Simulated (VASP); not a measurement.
Here is a VASP 6.6.1 calculation.

Contents of INCAR:

```
SYSTEM = Al4Ru3
ALGO     = Normal         ! electronic algorithm
EDIFF    = 1E-7           ! SCF threshold, eV
EDIFFG   = -0.08          ! ionic threshold
ENCUT    = 600            ! plane-wave cutoff, eV
GGA      = PE             ! functional
IBRION   = 2              ! ionic algorithm
ISIF     = 3              ! what is computed and relaxed
ISMEAR   = 0              ! smearing method
LASPH    = .TRUE.         ! aspherical terms in the spheres
LCHARG   = .FALSE.        ! write CHGCAR
LREAL    = .FALSE.        ! projectors in reciprocal space
LWAVE    = .FALSE.        ! write WAVECAR
NELM     = 80             ! most SCF steps
NSW      = 36             ! ionic steps
PREC     = Accurate       ! precision mode
SIGMA    = 0.2            ! smearing width, eV
```

File KPOINTS:

```
k-points
0
G
  5 5 5
  0 0 0
```

Contents of POSCAR:

```
Al4Ru3
1.0
    2.0750000000      1.1980018100      6.5666666700
   -2.0750000000      1.1980018100      6.5666666700
    0.0000000000     -2.3960036200      6.5666666700
Al Ru
4 3
Direct
    0.6250000000      0.6250000000      0.6250000000
    0.3750000000      0.3750000000      0.3750000000
    0.1250000000      0.1250000000      0.1250000000
    0.8750000000      0.8750000000      0.8750000000
    0.7500000000      0.7500000000      0.7500000000
    0.2500000000      0.2500000000      0.2500000000
    0.5000000000      0.5000000000      0.5000000000
```

Potentials or basis: VASP PAW PBE potentials, release 64 (Al, Ru_pv).

Launch:

```bash
$ cat potpaw_PBE.64/Al/POTCAR potpaw_PBE.64/Ru_pv/POTCAR > POTCAR
$ mpirun -np 1 vasp_std > vasp.out
```

(1) Estimate the relaxed volume.

(2) What does it give for the space group after relaxing (to 0.1 Å)?

## Answers

(1) 15.07 Å³/atom.

(2) R-3m (No. 166).
